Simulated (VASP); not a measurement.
## PbS: single point with r2SCAN

PbS:

```
Pb S
1.0
     2.06270    1.19090    3.58890
    -2.06270    1.19090    3.58890
     0.00000   -2.38180    3.58890
Pb S
1 1
Direct
  0.97815 0.97815 0.97815
  0.47745 0.47745 0.47745
```

```yaml
Program: VASP 6.6.1
Task: single point
Functional: r2SCAN
Potentials_or_basis: VASP PAW PBE potentials, release 64 (Pb_d, S)
Cutoff: 520 eV
k_mesh: 9 × 9 × 9
Occupations: gaussian, width 0.05 eV
Spin: no spin polarisation
```

| Item | Value |
| --- | --- |
| Pressure | 0.3 GPa |

Stress tensor (GPa, compression positive):
```
 1.29  0.00  0.00
 0.00  1.29  0.00
 0.00  0.00 -1.57
```

Levels at points of the mesh, in eV from the Fermi level:
```csv
k point,band 7,band 8,band 9,band 10,band 11,band 12,band 13,band 14
"(0.00, 0.00, 0.00)",-6.53,-2.94,-2.44,-2.44,5.14,5.14,5.20,6.33
```

Run time: 99 s on 1 thread of Intel(R) Xeon(R) 6975P-C (Granite Rapids), on a shared host, peak memory 0.23 GiB.

Caveat: this odd mesh misses L, where the gap lies, so gap, dielectric constants and Born charges aren't listed; the PAW data sets were made with another functional, which shifts forces and pressure a little; spin-orbit coupling is left out, which moves the levels of the heavy elements.
